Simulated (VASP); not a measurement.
Runs of VASP 6.6.1 on Ag. The structure is that of space group Fm-3m (No. 225), or close to it. The cells are those of the table. 

```tsv
cell	gap on the mesh (eV)	pressure (GPa)
a = 2.889, b = 2.875, c = 2.875 Å, angles 60.3, 59.8, 59.8°, 1 atom	none	2.7
a = 2.889, b = 2.846, c = 2.846 Å, angles 61.0, 59.5, 59.5°, 1 atom	none	5.4
a = 2.889, b = 2.861, c = 2.861 Å, angles 60.7, 59.7, 59.7°, 1 atom	none	(a)
a = 2.889, b = 2.904, c = 2.904 Å, angles 59.7, 60.2, 60.2°, 1 atom	none	(b)
a = 2.889, b = 2.832, c = 2.832 Å, angles 61.3, 59.3, 59.3°, 1 atom	none	6.8
a = 2.889, b = 2.918, c = 2.918 Å, angles 59.3, 60.3, 60.3°, 1 atom	none	-0.5
```

Alike in all rows: task single point; level r2SCAN; potentials or basis VASP PAW PBE potentials, release 64 (Ag); no spin polarisation; k mesh 20 × 20 × 20; cutoff (eV) 520; smearing gaussian 0.15 eV.

Problem. Estimate the missing entries.

Solution. (a) 4.0; (b) 0.5.

Caveats: the PAW data sets were made with another functional, which shifts forces and pressure a little; the cell stands under pressure (at least some runs).

A k mesh can miss the band edges, and the runs leave out spin-orbit coupling on Ag.

A gap of «none» marks levels without a gap at the run's occupations.
